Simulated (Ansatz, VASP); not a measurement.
## One calculation of CuAu, two programs

INCAR

```
ALGO = Normal ; EDIFF = 1E-8
ENCUT = 520 ; GGA = PS
ISIF = 2 ; ISMEAR = -1
LASPH = T ; LCHARG = F
LEFG = T ; LREAL = F
LWAVE = F ; NBANDS = 18
NELM = 60 ; PREC = Accurate
SIGMA = 0.05
```

The input KPOINTS:

```
k-points
0
Gamma
  13 13 10
```

POSCAR

```
CuAu
1.0
    2.8000000000      0.0000000000      0.0000000000
    0.0000000000      2.8000000000      0.0000000000
    0.0000000000      0.0000000000      3.7067000000
Cu Au
1 1
Direct
    0.5000000000      0.5000000000      0.5000000000
    0.0000000000      0.0000000000      0.0000000000
```

Input for Ansatz:

```yaml
crystal:
  lattice:
    - [2.8, 0.0, 0.0]
    - [0.0, 2.8, 0.0]
    - [0.0, 0.0, 3.7067]
  atoms:
    - { symbol: Cu, position: [0.5, 0.5, 0.5] }
    - { symbol: Au, position: [0.0, 0.0, 0.0] }
kpoints:
  mp_grid: { grid: [13, 13, 10] }
scf:
  occupations: { method: fermi_dirac, width: 0.05 }
hamiltonian:
  xc: pbesol
  pseudopotentials: { kind: all_electron, datasets: crystal }
output:
  forces: true
  stress: true
  eigenvalues: true
  efg: { contact_densities: true }
```

Change from the starting cell: zz strain of +1 %, crystal datasets.

Alike in both runs: task electric field gradients; functional PBEsol; k mesh 13 × 13 × 10; occupations fermi-dirac, width 0.05 eV; no spin polarisation.

|  | VASP | Ansatz |
| --- | --- | --- |
| version | VASP 6.6.1 | Ansatz 0.2.0 |
| potentials or method | VASP PAW PBE potentials, release 64 (Cu, Au), cutoff 520 eV | all-electron PAW with datasets made for the crystal, scalar-relativistic |

|  | VASP | Ansatz | Ansatz less VASP |
| --- | --- | --- | --- |
| pressure (GPa) | -3.5 | -3.5 | -0.07 |
| size of Vzz on the site where it differs most (V/Å²) | 82.5 | 55.9 | -26.66 |

VASP's potentials were made for PBE, not for PBEsol. Ansatz ran all-electron here, and VASP with PAW potentials.

Spin-orbit coupling is off throughout.
